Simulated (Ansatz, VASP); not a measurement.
## F: VASP beside Ansatz

Contents of POSCAR:

```
F
1.0
    2.6504942700     -1.5173207700      0.0000000000
    2.6504942700      1.5173207700      0.0000000000
   -2.1034238900      0.0000000000      6.7261075100
F
4
Direct
    0.5044951306      0.5044951306      0.4008501092
    0.0853581610      0.0853581610      0.0986032604
    0.4955048707      0.4955048707      0.5991498893
    0.9212324051      0.9080512766      0.9013967396
```

INCAR.step1

```
  ALGO = Normal
  EDIFF = 1E-4
  ENCUT = 520
  GGA = PE
  ISMEAR = 0
  LASPH = T
  LCHARG = F
  LREAL = F
  LWAVE = T
  NBANDS = 22
  NELM = 80
  PREC = Accurate
  SIGMA = 0.01
```

The input INCAR.step2:

```
  ALGO = Normal
  EDIFF = 1E-6
  ENCUT = 520
  ISIF = 2
  ISMEAR = 0
  ISTART = 1
  LASPH = T
  LCHARG = T
  LELF = T
  LMIXTAU = T
  LREAL = F
  LVHAR = T
  LWAVE = F
  METAGGA = R2SCAN
  NBANDS = 22
  NELM = 80
  PREC = Accurate
  SIGMA = 0.01
```

File KPOINTS:

```
k-points
0
Gamma
  8 8 4
```

Input for Ansatz:

```yaml
crystal:
  lattice:
    - [2.65049427, -1.51732077, 0.0]
    - [2.65049427, 1.51732077, 0.0]
    - [-2.10342389, 0.0, 6.72610751]
  atoms:
    - { symbol: F, position: [0.5044951306458879, 0.5044951306458879, 0.40085010921866754] }
    - { symbol: F, position: [0.0853581610398128, 0.0853581610398128, 0.0986032603573415] }
    - { symbol: F, position: [0.4955048706506151, 0.4955048706506151, 0.5991498892945885] }
    - { symbol: F, position: [0.9212324050817698, 0.908051276611486, 0.9013967396426584] }
kpoints:
  mp_grid:
    grid: [8, 8, 4]
hamiltonian:
  xc: r2scan
scf:
  occupations:
    method: fixed
output:
  forces: true
```

Alike in both runs: task single point; functional r2SCAN; k mesh 8 × 8 × 4; no spin polarisation.

|  | VASP | Ansatz |
| --- | --- | --- |
| version | VASP 6.6.1 | Ansatz 0.2.0 |
| potentials or method | VASP PAW PBE potentials, release 64 (F) | plane waves, PAW |
| plane-wave cutoff (eV) | 520 | 500 |
| occupations | gaussian, width 0.01 eV | fixed |
| valence electrons in the cell | 28 | 28 |

VASP gave:

| Quantity | Value |
| --- | --- |
| rms of the force components (eV/Å) | 0.026 |

Problem. Estimate Ansatz's values.

Solution. rms of the force components (eV/Å): 0.288.

VASP's potentials were made for PBE, not for r2SCAN. Atom by atom the forces differ by 0.313 eV/Å (rms over components). One of these differences is far larger than is usual between the two programs; its cause wasn't traced.
